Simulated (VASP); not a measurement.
# PPt (P6_3mc) in VASP: notebook

The runs below take PPt through single point, relaxation of cell and atoms, with PBE.

All numbers are computed with VASP 6.6.1; they aren't measurements. Logs are shortened: lines on timing, memory, paths and dates and some standing lists are left out, and cuts for length are marked.

### Step 1. The cell of the first run

It takes space group P6_3mc (No. 186, hexagonal). The conventional cell has a = 3.649 Å, b = 3.649 Å, c = 6.548 Å, α = 90.00°, β = 90.00°, γ = 120.00°. Pt (site symmetry 3m) has 4 P at 2.30 to 2.34 Å within 3.0 Å. Within 3.0 Å of P (site symmetry 3m) lie 4 Pt at 2.30 to 2.34 Å.

### Step 2. Single point, PBE

INCAR reads:

```
ALGO = Normal ; EDIFF = 1E-7
ENCUT = 520 ; GGA = PE
ISIF = 2 ; ISMEAR = -1
LASPH = T ; LCHARG = F
LREAL = F ; LWAVE = F
NBANDS = 23 ; NELM = 60
PREC = Accurate ; SIGMA = 0.05
```

KPOINTS reads:

```
k-points
0
Gamma
  8 8 4
```

POSCAR reads:

```
PPt
1.0
    3.6490918728      0.0000000000      0.0000000000
   -1.8245459364      3.1602062625      0.0000000000
    0.0000000000      0.0000000000      6.5481381930
Pt P
2 2
Direct
    0.3333333333      0.6666666667      0.3664674950
    0.6666666667      0.3333333333      0.8664674950
    0.3333333333      0.6666666667      0.0085345050
    0.6666666667      0.3333333333      0.5085345050
```

Potentials or basis: VASP PAW PBE potentials, release 64 (Pt, P).

Started as:

```bash
$ cat potpaw_PBE.64/Pt/POTCAR potpaw_PBE.64/P/POTCAR > POTCAR
$ mpirun -np 1 vasp_std > vasp.out
```

OUTCAR:

```text
EDIFF = 1E-7
   ENCUT = 520
   GGA = PE
   ISIF = 2
   ISMEAR = -1
   LASPH = T
   LREAL = F
   NELM = 60
   PREC = Accurate

 ion  position               nearest neighbor table
   1  0.333  0.667  0.366-   4 2.30   4 2.30   4 2.30   3 2.34
   2  0.667  0.333  0.866-   3 2.30   3 2.30   3 2.30   4 2.34
   3  0.333  0.667  0.009-   2 2.30   2 2.30   2 2.30   1 2.34
   4  0.667  0.333  0.509-   1 2.30   1 2.30   1 2.30   2 2.34

  LATTYP: Found a hexagonal cell.
 ALAT       =     3.6490918728
 C/A-ratio  =     1.7944569283

  Lattice vectors:

 A1 = (   3.6490918728,   0.0000000000,   0.0000000000)
 A2 = (  -1.8245459364,   3.1602062625,   0.0000000000)
 A3 = (   0.0000000000,   0.0000000000,   6.5481381930)

Analysis of symmetry for initial positions (statically):
=====================================================================
 Subroutine PRICEL returns:
 Original cell was already a primitive cell.

 Routine SETGRP: Setting up the symmetry group for a
 hexagonal supercell.

 Subroutine GETGRP returns: Found 12 space group operations
 (whereof  6 operations were pure point group operations)
 out of a pool of 24 trial point group operations.

The static configuration has the point symmetry C_3v.
 The point group associated with its full space group is C_6v.

Analysis of symmetry for dynamics (positions and initial velocities):
=====================================================================
 Subroutine PRICEL returns:
 Original cell was already a primitive cell.

 Routine SETGRP: Setting up the symmetry group for a
 hexagonal supercell.

 Subroutine GETGRP returns: Found 12 space group operations
 (whereof  6 operations were pure point group operations)
 out of a pool of 24 trial point group operations.

The dynamic configuration has the point symmetry C_3v.
 The point group associated with its full space group is C_6v.

 Subroutine INISYM returns: Found 12 space group operations
 (whereof  6 operations are pure point group operations),
 and found     1 'primitive' translations

----------------------------------------------------------------------------------------

                                     Primitive cell

  volume of cell :      75.5124

  direct lattice vectors                    reciprocal lattice vectors
     3.649091873  0.000000000  0.000000000     0.274040785  0.158217521  0.000000000
    -1.824545936  3.160206263  0.000000000     0.000000000  0.316435042  0.000000000
     0.000000000  0.000000000  6.548138193     0.000000000  0.000000000  0.152715164

  length of vectors
     3.649091873  3.649091873  6.548138193     0.316435042  0.316435042  0.152715164

  position of ions in fractional coordinates (direct lattice)
     0.333333333  0.666666667  0.366467495
     0.666666667  0.333333333  0.866467495
     0.333333333  0.666666667  0.008534505
     0.666666667  0.333333333  0.508534505

  ion indices of the primitive-cell ions
   primitive index   ion index
                 1           1
                 2           2
                 3           3
                 4           4

----------------------------------------------------------------------------------------

 KPOINTS: k-points

Automatic generation of k-mesh.
 Grid dimensions read from file:
 generate k-points for:    8    8    4

 Generating k-lattice:

  Cartesian coordinates                     Fractional coordinates (reciprocal lattice)
     0.034255098  0.019777190  0.000000000     0.125000000  0.000000000  0.000000000
     0.000000000  0.039554380  0.000000000     0.000000000  0.125000000  0.000000000
     0.000000000  0.000000000  0.038178791     0.000000000  0.000000000  0.250000000

  Length of vectors
     0.039554380  0.039554380  0.038178791

  Shift w.r.t. Gamma in fractional coordinates (k-lattice)
     0.000000000  0.000000000  0.000000000

 Subroutine IBZKPT returns following result:
 ===========================================

 Found     30 irreducible k-points:

 Following reciprocal coordinates:
            Coordinates               Weight
  0.000000  0.000000  0.000000      1.000000
  0.125000  0.000000  0.000000      6.000000
  0.250000  0.000000  0.000000      6.000000
  0.375000  0.000000  0.000000      6.000000
  0.500000  0.000000  0.000000      3.000000
  0.125000  0.125000  0.000000      6.000000
[... 16 lines left out ...]
  0.250000  0.000000  0.500000      6.000000
  0.375000  0.000000  0.500000      6.000000
 [... further k-points ...]
   k-points           NKPTS =     30   k-points in BZ     NKDIM =     30   number of bands    NBANDS=     23
   number of dos      NEDOS =    301   number of ions     NIONS =      4
   total plane-waves  NPLWV =  39200
   dimension x,y,z NGX =    28 NGY =   28 NGZ =   50
   dimension x,y,z NGXF=    56 NGYF=   56 NGZF=  100
   ions per type =               2   2
   NGX,Y,Z   is equivalent  to a cutoff of  12.76, 12.76, 12.69 a.u.
   NGXF,Y,Z  is equivalent  to a cutoff of  25.51, 25.51, 25.39 a.u.
 SYSTEM =  unknown system
   PREC   = accura    normal or accurate (medium, high low for compatibility)
   ISTART =      0    job   : 0-new  1-cont  2-samecut
   ICHARG =      2    charge: 1-file 2-atom 10-const
   ISPIN  =      1    spin polarized calculation?
   LNONCOLLINEAR =      F non collinear calculations
   LSORBIT =      F    spin-orbit coupling
   LASPH  =      T    aspherical Exc in radial PAW
   ENCUT  =  520.0 eV  38.22 Ry    6.18 a.u.   6.78  6.78 12.18*2*pi/ulx,y,z
   NELM   =     60;   NELMIN=  2; NELMDL= -5     # of ELM steps
   EDIFF  = 0.1E-06   stopping-criterion for ELM
   LREAL  =      F    real-space projection
   EDIFFG = 0.1E-05   stopping-criterion for IOM
   NSW    =      0    number of steps for IOM
   IBRION =     -1    ionic relax: 0-MD 1-quasi-New 2-CG
   NFREE  =      0    steps in history (QN), initial steepest desc. (CG)
   ISIF   =      2    stress and relaxation
   ISYM   =      2    0-nonsym 1-usesym 2-fastsym
   POTIM  = 0.5000    time-step for ionic-motion
   TEBEG  =    0.0;   TEEND  =   0.0 temperature during run
   PSTRESS=    0.0 pullay stress
   NELECT =      30.0000    total number of electrons
   NUPDOWN=      -1.0000    fix difference up-down
   EMIN   =  10.00;   EMAX   =-10.00  energy-range for DOS
   EFERMI =   0.00;   METHOD = LEGACY
   ISMEAR =    -1;   SIGMA  =   0.05  broadening in eV -4-tet -1-fermi 0-gaus
   EFERMI_NEDOS =   21; number of points for ismear=-14 and -15
   IALGO  =     38    algorithm
   IMIX   =      4    mixing-type and parameters
     AMIX     =   0.40;   BMIX     =  1.00
     AMIX_MAG =   1.60;   BMIX_MAG =  1.00
  volume/ion in A,a.u.               =      18.88       127.40
  Fermi-wavevector in a.u.,A,eV,Ry     =   1.203490  2.274267 19.706524  1.448389
  Thomas-Fermi vector in A             =   2.339242
   LORBIT       =      0    0 simple, 1 ext, 2 COOP (PROOUT), +10 PAW based schemes
   GGA     = PE    functional components
   LHFCALC =     F    Hartree Fock is set to
   AEXX    =    0.0000 exact exchange contribution
   IVDW    =     0    specifies the selected vdW correction
   LEPSILON=     F    determine dielectric tensor
   LRPA    =     F    only Hartree local field effects (RPA)
 non-spin polarized calculation
  energy-cutoff  :      520.00
  volume of cell :       75.51
 maximum number of plane-waves:      2046
 NGX is ok and might be reduce to    28
   NGX = 13   NGY = 13   NGZ = 25

 number of electron      30.0000000 magnetization

 Free energy of the ion-electron system (eV)
  ---------------------------------------------------
  ext. energy  EPLUGINS =         0.00000000
  ---------------------------------------------------
  free energy    TOTEN  =       -24.31667558 eV

  energy without entropy =      -24.30119106  energy(sigma->0) =      -24.30893332

 E-fermi :   7.3308     XC(G=0): -10.8350

 val. band max:        7.3298997404   @ k =   0.3750   0.2500   0.2500
 cond. band min:       7.3791278883   @ k =   0.3750   0.0000   0.5000
 fundamental gap:      0.0492281479
 Fermi energy:         7.3307543813

 k-point     1 :       0.0000    0.0000    0.0000
  band No.  band energies     occupation
      1      -5.7386      2.00000
      2      -4.4605      2.00000
      3       1.0031      2.00000
      4       1.1021      2.00000
      5       1.4775      2.00000
      6       1.4775      2.00000
[... 15 lines left out ...]
     22      14.9482      0.00000
     23      14.9482      0.00000

 k-point     2 :       0.1250    0.0000    0.0000
  band No.  band energies     occupation
      1      -5.5682      2.00000
      2      -4.3508      2.00000
      3       1.0914      2.00000
      4       1.1997      2.00000
      5       1.3690      2.00000
      6       1.5470      2.00000
[... 15 lines left out ...]
     22      14.4226      0.00000
     23      15.0931      0.00000

 k-point     3 :       0.2500    0.0000    0.0000
  band No.  band energies     occupation
      1      -5.1128      2.00000
      2      -4.0904      2.00000
      3       0.9185      2.00000
      4       1.3548      2.00000
      5       1.5316      2.00000
      6       1.6700      2.00000
[... 15 lines left out ...]
     22      14.5002      0.00000
     23      15.3212      0.00000

 k-point     4 :       0.3750    0.0000    0.0000
  band No.  band energies     occupation
      1      -4.5614      2.00000
      2      -3.8567      2.00000
      3       0.7234      2.00000
      4       1.1352      2.00000
      5       1.7201      2.00000
      6       1.7749      2.00000
[... 15 lines left out ...]
     22      14.8128      0.00000
     23      15.3911      0.00000

 k-point     5 :       0.5000    0.0000    0.0000
  band No.  band energies     occupation
      1      -4.2761      2.00000
      2      -3.7905      2.00000
      3       0.8234      2.00000
      4       0.8257      2.00000
      5       1.7217      2.00000
      6       1.7827      2.00000
[... 434 lines left out ...]
 k-point    22 :       0.1250    0.0000    0.5000
  band No.  band energies     occupation
      1      -5.0095      2.00000
      2      -5.0095      2.00000
      3       0.8859      2.00000
      4       0.8859      2.00000
      5       1.6149      2.00000
      6       1.6149      2.00000
[... 15 lines left out ...]
     22      14.6094      0.00000
     23      15.5164      0.00000

 k-point    23 :       0.2500    0.0000    0.5000
  band No.  band energies     occupation
      1      -4.6284      2.00000
      2      -4.6284      2.00000
      3       0.7976      2.00000
      4       0.7976      2.00000
      5       1.7632      2.00000
      6       1.7632      2.00000
[... 15 lines left out ...]
     22      14.6775      0.00000
     23      15.9064      0.00000

 k-point    24 :       0.3750    0.0000    0.5000
  band No.  band energies     occupation
      1      -4.2085      2.00000
      2      -4.2085      2.00000
      3       0.6736      2.00000
      4       0.6736      2.00000
      5       2.0390      2.00000
      6       2.0390      2.00000
[... 15 lines left out ...]
     22      14.5060      0.00000
     23      16.7481      0.00000

 [... further k-points ...]
[... 5 lines left out ...]
  --------------------------------------------------------------------------------------
  -------------------------------------------------------------------------------------
  Total        0.8451697      0.8451697      0.8341376      0.0000000      0.0000000      0.0000000
  in kB       17.9323190     17.9323190     17.6982447      0.0000000      0.0000000      0.0000000
  external PRESSURE =      17.8542942 kB  Pullay stress =       0.0000000 kB

 VOLUME and BASIS-vectors are now :
 -----------------------------------------------------------------------------
  energy-cutoff  :      520.00
  volume of cell :       75.51
      direct lattice vectors                 reciprocal lattice vectors
     3.649091873  0.000000000  0.000000000     0.274040785  0.158217521  0.000000000
    -1.824545936  3.160206263  0.000000000     0.000000000  0.316435042  0.000000000
     0.000000000  0.000000000  6.548138193     0.000000000  0.000000000  0.152715164

 POSITION                                       TOTAL-FORCE (eV/Angst)
 -----------------------------------------------------------------------------------
     -0.00000      2.10680      2.39968        -0.000000     -0.000000     -0.003418
      1.82455      1.05340      5.67375         0.000000      0.000000     -0.003418
     -0.00000      2.10680      0.05589         0.000000     -0.000000      0.003418
      1.82455      1.05340      3.32995        -0.000000      0.000000      0.003418
 -----------------------------------------------------------------------------------
    total drift:                                0.000000     -0.000000     -0.000039

  FREE ENERGIE OF THE ION-ELECTRON SYSTEM (eV)
  ---------------------------------------------------
  free  energy   TOTEN  =       -24.3166755776 eV

  energy  without entropy=      -24.3011910638  energy(sigma->0) =      -24.30893332
```

Run time: 47 s. Hardware: 1 thread of Intel Xeon Platinum 8259CL at 2.50GHz (Skylake/Cascade Lake), shared host; peak memory 0.21 GiB.

Results:

- Free energy: -24.3167 eV
- Pressure: 1.8 GPa
- Largest force: 0.003 eV/Å
- Band gap on the k mesh: zero (band 15 reaches 10.14 eV, above the bottom of band 16 at 6.40 eV)

Forces on the atoms (eV/Å):
```
Pt   0.000  0.000 -0.003
Pt   0.000  0.000 -0.003
P    0.000  0.000  0.003
P    0.000  0.000  0.003
```

Caveat: spin-orbit coupling is left out, which moves the levels of the heavy elements.

### Step 3. Single point, PBE

This run uses another cell than the first one, of 19.17 Å³/atom, 1.016 times its volume.

INCAR reads:

```
SYSTEM = PPt
PREC = Accurate
ENCUT = 520
EDIFF = 1E-6
ISMEAR = -1
SIGMA = 0.05
LREAL = .False.
LASPH = .True.
NELM = 80
ALGO = Normal
ISIF = 2
LWAVE = .False.
LCHARG = .False.
GGA = PE
NBANDS = 23
```

KPOINTS reads:

```
regular mesh
0
Gamma
  8 8 4
  0 0 0
```

POSCAR reads:

```
PPt
1.0
    3.6783641523      0.0000000000      0.0000000000
   -1.8391820762      3.1855568002      0.0000000000
    0.0000000000      0.0000000000      6.5455651310
Pt P
2 2
Direct
    0.3333333333      0.6666666667      0.3673398202
    0.6666666667      0.3333333333      0.8673398202
    0.3333333333      0.6666666667      0.0076621798
    0.6666666667      0.3333333333      0.5076621798
```

Potentials or basis: VASP PAW PBE potentials, release 64 (Pt, P).

Started as:

```bash
$ cat potpaw_PBE.64/Pt/POTCAR potpaw_PBE.64/P/POTCAR > POTCAR
$ mpirun -np 1 vasp_std > vasp.out
```

It took 41 s on 1 thread of Intel Xeon Platinum 8259CL at 2.50GHz (Skylake/Cascade Lake), shared host; peak memory 0.21 GiB.

The run converged. Its results:

| Item | Value |
| --- | --- |
| Free energy | -24.3229 eV |
| Pressure | -0.2 GPa |
| Band gap on the k mesh | zero (band 15 reaches 9.89 eV, above the bottom of band 16 at 6.20 eV) |

Levels at points of the mesh, in eV from the Fermi level:
```
           k point  band 13  band 14  band 15  band 16  band 17  band 18
(0.00, 0.00, 0.00)    -3.25     1.90     1.90     2.92     3.76     4.07
(0.50, 0.00, 0.00)    -2.44    -2.41    -1.74    -0.65     0.64     2.05
(0.00, 0.00, 0.50)    -0.56    -0.56     2.76     2.76     2.76     2.76
(0.50, 0.00, 0.50)    -2.88    -2.88    -0.08    -0.08     0.71     0.71
```

Caveat: spin-orbit coupling is left out, which moves the levels of the heavy elements.

(Continued in part 2 of 2.)
